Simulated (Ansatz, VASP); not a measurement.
# Ga3BAs4: VASP beside Ansatz

```
B As Ga
1.0
     3.83608    0.00000    0.00000
     0.00000    7.70653    0.00000
     0.00000    0.00000    5.47785
B As Ga
1 4 3
Cartesian
  0.0000 0.0000 -0.0597
  1.9180 0.0000 1.0836
  0.0000 1.7242 4.2136
  1.9180 3.8533 1.4873
  0.0000 5.9824 4.2136
  1.9180 1.7879 2.7347
  0.0000 3.8533 0.0258
  1.9180 5.9187 2.7347
```

Alike in both runs: task single point; functional PBE; k mesh 6 × 4 × 6; occupations fermi-dirac, width 0.02 eV; no spin polarisation.

```csv
,VASP,Ansatz
version,VASP 6.6.1,Ansatz 0.2.0
potentials or method,"VASP PAW PBE potentials, release 64 (B, As, Ga_d)","plane waves, PAW"
plane-wave cutoff (eV),520,420
valence electrons in the cell,62,102
```

```tsv
	VASP	Ansatz	Ansatz less VASP
pressure (GPa)	2.9	2.7	-0.23
rms of the force components (eV/Å)	0.068	0.069	+0.0011
```

With one functional, cell and mesh, what is left measures potentials, basis and numerics. VASP's potentials hold 62 valence electrons a cell and Ansatz's 102, so a difference there can come from the potentials and not from the codes.
